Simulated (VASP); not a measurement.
# FePt (P4/mmm) in VASP: further runs

The runs below take FePt through single point, with BLYP.

Program: VASP 6.6.1. These are calculated values, not measurements. Logs are shortened: lines on timing, memory, paths and dates and some standing lists are left out, and cuts for length are marked.

## Step 1: The cell of the first run

Symmetry: P4/mmm, No. 123, tetragonal system. Conventional cell: a = 2.687 Å, b = 2.687 Å, c = 3.670 Å, α = 90.00°, β = 90.00°, γ = 90.00°. Pt (site symmetry 4/mmm) has 8 Fe at 2.64 Å and 4 Pt at 2.69 Å within 3.5 Å. Within 3.5 Å of Fe (site symmetry 4/mmm) lie 8 Pt at 2.64 Å and 4 Fe at 2.69 Å.

## Step 2: Single point, BLYP, collinear spin, ferromagnetic start

Contents of INCAR:

```
  PREC = Accurate
  ENCUT = 520
  EDIFF = 1E-7
  ISMEAR = -1
  SIGMA = 0.05
  LREAL = False
  LASPH = True
  NELM = 150
  ALGO = Normal
  ISIF = 2
  LWAVE = False
  LCHARG = True
  ISPIN = 2
  MAGMOM = 0 3
  LORBIT = 11
  LMAXMIX = 4
  GGA = B5
  ALDAX = 1.0
  AGGAX = 1.0
  AGGAC = 1.0
  ALDAC = 0.0
  LELF = True
  LVHAR = True
  NBANDS = 20
```

Contents of KPOINTS:

```
Automatic mesh
0
Gamma
  10 10 7
```

Contents of POSCAR:

```
FePt
1.0
    2.6866914338      0.0000000000      0.0000000000
    0.0000000000      2.6866914338      0.0000000000
    0.0000000000      0.0000000000      3.6697235666
Pt Fe
1 1
Direct
    0.5000000000      0.5000000000      0.5000000000
    0.0000000000      0.0000000000      0.0000000000
```

Potentials or basis: VASP PAW PBE potentials, release 64 (Pt, Fe).

On the command line:

```bash
> cat potpaw_PBE.64/Pt/POTCAR potpaw_PBE.64/Fe/POTCAR > POTCAR
> mpirun -np 1 vasp_std > vasp.out
```

OUTCAR:

```text
PREC = Accurate
   ENCUT = 520
   EDIFF = 1E-7
   ISMEAR = -1
   LREAL = False
   LASPH = True
   NELM = 150
   ISIF = 2
   ISPIN = 2
   LORBIT = 11
   GGA = B5

 ion  position               nearest neighbor table
   1  0.500  0.500  0.500-   2 2.64   2 2.64   2 2.64   2 2.64   2 2.64   2 2.64   2 2.64   2 2.64

   2  0.000  0.000  0.000-   1 2.64   1 2.64   1 2.64   1 2.64   1 2.64   1 2.64   1 2.64   1 2.64

  LATTYP: Found a simple tetragonal cell.
 ALAT       =     2.6866914338
 C/A-ratio  =     1.3658894804

  Lattice vectors:

 A1 = (   2.6866914338,   0.0000000000,   0.0000000000)
 A2 = (   0.0000000000,   2.6866914338,   0.0000000000)
 A3 = (   0.0000000000,   0.0000000000,   3.6697235666)

Analysis of symmetry for initial positions (statically):
=====================================================================
 Subroutine PRICEL returns:
 Original cell was already a primitive cell.

 Routine SETGRP: Setting up the symmetry group for a
 simple tetragonal supercell.

 Subroutine GETGRP returns: Found 16 space group operations
 (whereof 16 operations were pure point group operations)
 out of a pool of 16 trial point group operations.

The static configuration has the point symmetry D_4h.

Analysis of symmetry for dynamics (positions and initial velocities):
=====================================================================
 Subroutine PRICEL returns:
 Original cell was already a primitive cell.

 Routine SETGRP: Setting up the symmetry group for a
 simple tetragonal supercell.

 Subroutine GETGRP returns: Found 16 space group operations
 (whereof 16 operations were pure point group operations)
 out of a pool of 16 trial point group operations.

The dynamic configuration has the point symmetry D_4h.

Analysis of structural, dynamic, and magnetic symmetry:
=====================================================================
 Subroutine PRICEL returns:
 Original cell was already a primitive cell.

 Routine SETGRP: Setting up the symmetry group for a
 simple tetragonal supercell.

 Subroutine GETGRP returns: Found 16 space group operations
 (whereof 16 operations were pure point group operations)
 out of a pool of 16 trial point group operations.

The overall configuration has the point symmetry D_4h.

 Subroutine INISYM returns: Found 16 space group operations
 (whereof 16 operations are pure point group operations),
 and found     1 'primitive' translations

----------------------------------------------------------------------------------------

                                     Primitive cell

  volume of cell :      26.4892

  direct lattice vectors                    reciprocal lattice vectors
     2.686691434  0.000000000  0.000000000     0.372205006  0.000000000  0.000000000
     0.000000000  2.686691434  0.000000000     0.000000000  0.372205006  0.000000000
     0.000000000  0.000000000  3.669723567     0.000000000  0.000000000  0.272500089

  length of vectors
     2.686691434  2.686691434  3.669723567     0.372205006  0.372205006  0.272500089

  position of ions in fractional coordinates (direct lattice)
     0.500000000  0.500000000  0.500000000
     0.000000000  0.000000000  0.000000000

  ion indices of the primitive-cell ions
   primitive index   ion index
                 1           1
                 2           2

----------------------------------------------------------------------------------------

 KPOINTS: Automatic mesh

Automatic generation of k-mesh.
 Grid dimensions read from file:
 generate k-points for:   10   10    7

 Generating k-lattice:

  Cartesian coordinates                     Fractional coordinates (reciprocal lattice)
     0.037220501  0.000000000  0.000000000     0.100000000  0.000000000  0.000000000
     0.000000000  0.037220501  0.000000000     0.000000000  0.100000000  0.000000000
     0.000000000  0.000000000  0.038928584     0.000000000  0.000000000  0.142857143

  Length of vectors
     0.037220501  0.037220501  0.038928584

  Shift w.r.t. Gamma in fractional coordinates (k-lattice)
     0.000000000  0.000000000  0.000000000

 Subroutine IBZKPT returns following result:
 ===========================================

 Found     84 irreducible k-points:

 Following reciprocal coordinates:
            Coordinates               Weight
  0.000000  0.000000  0.000000      1.000000
  0.100000  0.000000  0.000000      4.000000
  0.200000  0.000000  0.000000      4.000000
  0.300000  0.000000  0.000000      4.000000
  0.400000  0.000000  0.000000      4.000000
  0.500000  0.000000  0.000000      2.000000
[... 16 lines left out ...]
  0.100000  0.000000  0.142857      8.000000
  0.200000  0.000000  0.142857      8.000000
 [... further k-points ...]
   k-points           NKPTS =     84   k-points in BZ     NKDIM =     84   number of bands    NBANDS=     20
   number of dos      NEDOS =    301   number of ions     NIONS =      2
   total plane-waves  NPLWV =  11200
   dimension x,y,z NGX =    20 NGY =   20 NGZ =   28
   dimension x,y,z NGXF=    40 NGYF=   40 NGZF=   56
   ions per type =               1   1
   NGX,Y,Z   is equivalent  to a cutoff of  12.38, 12.38, 12.68 a.u.
   NGXF,Y,Z  is equivalent  to a cutoff of  24.75, 24.75, 25.37 a.u.
 SYSTEM =  unknown system
   PREC   = accura    normal or accurate (medium, high low for compatibility)
   ISTART =      0    job   : 0-new  1-cont  2-samecut
   ICHARG =      2    charge: 1-file 2-atom 10-const
   ISPIN  =      2    spin polarized calculation?
   LNONCOLLINEAR =      F non collinear calculations
   LSORBIT =      F    spin-orbit coupling
   LASPH  =      T    aspherical Exc in radial PAW
   ENCUT  =  520.0 eV  38.22 Ry    6.18 a.u.   5.00  5.00  6.82*2*pi/ulx,y,z
   NELM   =    150;   NELMIN=  2; NELMDL= -5     # of ELM steps
   EDIFF  = 0.1E-06   stopping-criterion for ELM
   LREAL  =      F    real-space projection
   EDIFFG = 0.1E-05   stopping-criterion for IOM
   NSW    =      0    number of steps for IOM
   IBRION =     -1    ionic relax: 0-MD 1-quasi-New 2-CG
   NFREE  =      0    steps in history (QN), initial steepest desc. (CG)
   ISIF   =      2    stress and relaxation
   ISYM   =      2    0-nonsym 1-usesym 2-fastsym
   POTIM  = 0.5000    time-step for ionic-motion
   TEBEG  =    0.0;   TEEND  =   0.0 temperature during run
   PSTRESS=    0.0 pullay stress
   NELECT =      18.0000    total number of electrons
   NUPDOWN=      -1.0000    fix difference up-down
   EMIN   =  10.00;   EMAX   =-10.00  energy-range for DOS
   EFERMI =   0.00;   METHOD = LEGACY
   ISMEAR =    -1;   SIGMA  =   0.05  broadening in eV -4-tet -1-fermi 0-gaus
   EFERMI_NEDOS =   21; number of points for ismear=-14 and -15
   IALGO  =     38    algorithm
   IMIX   =      4    mixing-type and parameters
     AMIX     =   0.40;   BMIX     =  1.00
     AMIX_MAG =   1.60;   BMIX_MAG =  1.00
  volume/ion in A,a.u.               =      13.24        89.38
  Fermi-wavevector in a.u.,A,eV,Ry     =   1.439271  2.719829 28.184497  2.071502
  Thomas-Fermi vector in A             =   2.558145
   LORBIT       =     11    0 simple, 1 ext, 2 COOP (PROOUT), +10 PAW based schemes
   GGA     = B5    functional components
   LHFCALC =     F    Hartree Fock is set to
   AEXX    =    0.0000 exact exchange contribution
   IVDW    =     0    specifies the selected vdW correction
   LEPSILON=     F    determine dielectric tensor
   LRPA    =     F    only Hartree local field effects (RPA)
 spin polarized calculation
  energy-cutoff  :      520.00
  volume of cell :       26.49
 maximum number of plane-waves:       728
 NGX is ok and might be reduce to    20
   NGX =  9   NGY =  9   NGZ = 13

 number of electron      18.0000006 magnetization       3.1851738

 Free energy of the ion-electron system (eV)
  ---------------------------------------------------
  ext. energy  EPLUGINS =         0.00000000
  ---------------------------------------------------
  free energy    TOTEN  =       -12.42733298 eV

  energy without entropy =      -12.41710469  energy(sigma->0) =      -12.42221884

 E-fermi :   9.8077     XC(G=0): -12.6365

 val. band max:        9.7957241198   @ k =   0.5000   0.2000   0.4286
 cond. band min:       9.8130618561   @ k =   0.5000   0.2000   0.2857
 fundamental gap:      0.0173377364
 Fermi energy:         9.8077440052

 spin component 1

 k-point     1 :       0.0000    0.0000    0.0000
  band No.  band energies     occupation
      1       0.0668      1.00000
      2       3.2248      1.00000
      3       3.3239      1.00000
      4       6.3002      1.00000
      5       6.3002      1.00000
      6       6.9208      1.00000
[... 12 lines left out ...]
     19      31.8194      0.00000
     20      31.8194      0.00000

 k-point     2 :       0.1000    0.0000    0.0000
  band No.  band energies     occupation
      1       0.3374      1.00000
      2       3.3573      1.00000
      3       3.5276      1.00000
      4       6.1795      1.00000
      5       6.3803      1.00000
      6       6.9907      1.00000
[... 12 lines left out ...]
     19      31.8460      0.00000
     20      32.3284      0.00000
[... 465 lines left out ...]
      3       3.6160      1.00000
      4       6.2399      1.00000
      5       6.4596      1.00000
      6       6.9226      1.00000
[... 12 lines left out ...]
     19      31.9017      0.00000
     20      32.0720      0.00000

 k-point    24 :       0.2000    0.0000    0.1429
  band No.  band energies     occupation
      1       1.3024      1.00000
      2       3.7433      1.00000
      3       4.2703      1.00000
      4       5.8604      1.00000
      5       6.5788      1.00000
      6       7.0520      1.00000
[... 12 lines left out ...]
     19      33.4506      0.00000
     20      33.8580      0.00000

 [... further k-points ...]

 spin component 2

 k-point     1 :       0.0000    0.0000    0.0000
  band No.  band energies     occupation
      1       0.1965      1.00000
      2       3.6833      1.00000
      3       3.7577      1.00000
      4       7.2761      1.00000
      5       7.2761      1.00000
      6       8.8815      1.00000
[... 12 lines left out ...]
     19      31.9341      0.00000
     20      31.9341      0.00000

 k-point     2 :       0.1000    0.0000    0.0000
  band No.  band energies     occupation
      1       0.4685      1.00000
      2       3.8122      1.00000
      3       3.9717      1.00000
      4       7.0259      1.00000
      5       7.3536      1.00000
      6       8.8002      1.00000
[... 12 lines left out ...]
     19      32.3051      0.00000
     20      32.4448      0.00000
[... 465 lines left out ...]
      3       4.0718      1.00000
      4       7.0526      1.00000
      5       7.4079      1.00000
      6       8.8283      1.00000
[... 12 lines left out ...]
     19      32.2645      0.00000
     20      32.3801      0.00000

 k-point    24 :       0.2000    0.0000    0.1429
  band No.  band energies     occupation
      1       1.4426      1.00000
      2       4.1548      1.00000
      3       4.7550      1.00000
      4       6.3615      1.00000
      5       7.5439      1.00000
      6       8.3462      1.00000
[... 12 lines left out ...]
     19      33.6626      0.00000
     20      34.1207      0.00000

 [... further k-points ...]

------------------------ aborting loop because EDIFF is reached ----------------------------------------

  FORCE on cell =-STRESS in cart. coord.  units (eV):
  Direction    XX          YY          ZZ          XY          YZ          ZX
  --------------------------------------------------------------------------------------
  -------------------------------------------------------------------------------------
  Total        4.3238314      4.3238314      4.2978150      0.0000000      0.0000000      0.0000000
  in kB      261.5233064    261.5233064    259.9497291      0.0000000      0.0000000      0.0000000
  external PRESSURE =     260.9987806 kB  Pullay stress =       0.0000000 kB

 VOLUME and BASIS-vectors are now :
 -----------------------------------------------------------------------------
  energy-cutoff  :      520.00
  volume of cell :       26.49
      direct lattice vectors                 reciprocal lattice vectors
     2.686691434  0.000000000  0.000000000     0.372205006  0.000000000  0.000000000
     0.000000000  2.686691434  0.000000000     0.000000000  0.372205006  0.000000000
     0.000000000  0.000000000  3.669723567     0.000000000  0.000000000  0.272500089

 POSITION                                       TOTAL-FORCE (eV/Angst)
 -----------------------------------------------------------------------------------
      1.34335      1.34335      1.83486         0.000000      0.000000      0.000000
      0.00000      0.00000      0.00000         0.000000      0.000000      0.000000
 -----------------------------------------------------------------------------------
    total drift:                               -0.000000      0.000000      0.000000

  FREE ENERGIE OF THE ION-ELECTRON SYSTEM (eV)
  ---------------------------------------------------
  free  energy   TOTEN  =       -12.4273329831 eV

  energy  without entropy=      -12.4171046874  energy(sigma->0) =      -12.42221884

 total charge

# of ion       s       p       d       tot
------------------------------------------
    1        0.746   0.689   8.138   9.574
    2        0.424   0.470   6.231   7.125
--------------------------------------------------
tot          1.170   1.160  14.370  16.699

 magnetization (x)

# of ion       s       p       d       tot
------------------------------------------
    1       -0.024  -0.061   0.431   0.346
    2        0.002  -0.007   2.808   2.804
--------------------------------------------------
tot         -0.022  -0.068   3.239   3.150
```

It took 2.1 min on 1 thread of Oxide Virtual Turin-like, shared host; peak memory 0.16 GiB.

Results:

```
Free energy                                           : -12.4273 eV
Pressure                                              : 26.1 GPa
Net moment                                            : 3.19 μB per cell
Site moments                                          : Pt +0.35; Fe +2.80 μB
Valence electrons inside the program's atomic spheres : Pt 9.57; Fe 7.12
```

Stress tensor (GPa, compression positive):
```
26.15  0.00  0.00
 0.00 26.15  0.00
 0.00  0.00 25.99
```

Caveat: the cell stands under pressure; the PAW data sets were made with another functional, which shifts forces and pressure a little; spin-orbit coupling is left out, which moves the levels of the heavy elements.

## Step 3: Single point, BLYP, collinear spin, ferromagnetic start

This run uses another cell than the first one, of 13.52 Å³/atom.

Contents of INCAR:

```
  AGGAC = 1.0
  AGGAX = 1.0
  ALDAC = 0.0
  ALDAX = 1.0
  ALGO = Normal
  EDIFF = 1E-7
  ENCUT = 520
  GGA = B5
  ISIF = 2
  ISMEAR = -1
  ISPIN = 2
  LASPH = True
  LCHARG = False
  LMAXMIX = 4
  LORBIT = 11
  LREAL = False
  LWAVE = False
  MAGMOM = 0 3
  NBANDS = 20
  NELM = 150
  PREC = Accurate
  SIGMA = 0.05
```

Contents of KPOINTS:

```
k-points
0
Gamma
  10 10 7
```

Contents of POSCAR:

```
FePt
1.0
    2.7052209258      0.0000000000      0.0000000000
    0.0000000000      2.7052209258      0.0000000000
    0.0000000000      0.0000000000      3.6950328048
Pt Fe
1 1
Direct
    0.5000000000      0.5000000000      0.5000000000
    0.0000000000      0.0000000000      0.0000000000
```

Potentials or basis: VASP PAW PBE potentials, release 64 (Pt, Fe).

On the command line:

```bash
> cat potpaw_PBE.64/Pt/POTCAR potpaw_PBE.64/Fe/POTCAR > POTCAR
> mpirun -np 1 vasp_std > vasp.out
```

Run time: 98 s. Hardware: 1 thread of Oxide Virtual Turin-like, shared host; peak memory 0.16 GiB.

Results (log left out):

| Item | Value |
| --- | --- |
| Free energy | -12.5071 eV |
| Pressure | 20.2 GPa |
| Net moment | 3.20 μB per cell |
| Site moments | Pt +0.34; Fe +2.83 μB |
| Valence electrons inside the program's atomic spheres | Pt 9.52; Fe 7.08 |

Levels at points of the mesh, in eV from the Fermi level:
Spin up:
```csv
k point,band 9,band 10,band 11,band 12,band 13,band 14
"(0.00, 0.00, 0.00)",-0.49,-0.30,-0.30,2.52,10.14,11.94
"(0.50, 0.00, 0.00)",-2.03,-1.68,0.34,2.16,10.80,10.91
"(0.50, 0.50, 0.00)",-0.36,0.60,1.85,1.85,7.88,10.40
```
Spin down:
```
           k point  band 4  band 5  band 6  band 7  band 8  band 9  band 10  band 11  band 12  band 13
(0.00, 0.00, 0.00)   -2.48   -2.48   -0.89   -0.82    0.52    1.65     1.66     1.66     2.69    10.93
(0.50, 0.00, 0.00)   -3.40   -2.55   -1.43   -1.26   -0.97    0.46     0.62     2.47     2.58    11.52
(0.50, 0.50, 0.00)   -4.86    0.96    1.24    1.60    1.68    1.74     1.74     1.98     1.98     8.67
```

Caveat: the cell stands under pressure; the PAW data sets were made with another functional, which shifts forces and pressure a little; spin-orbit coupling is left out, which moves the levels of the heavy elements.
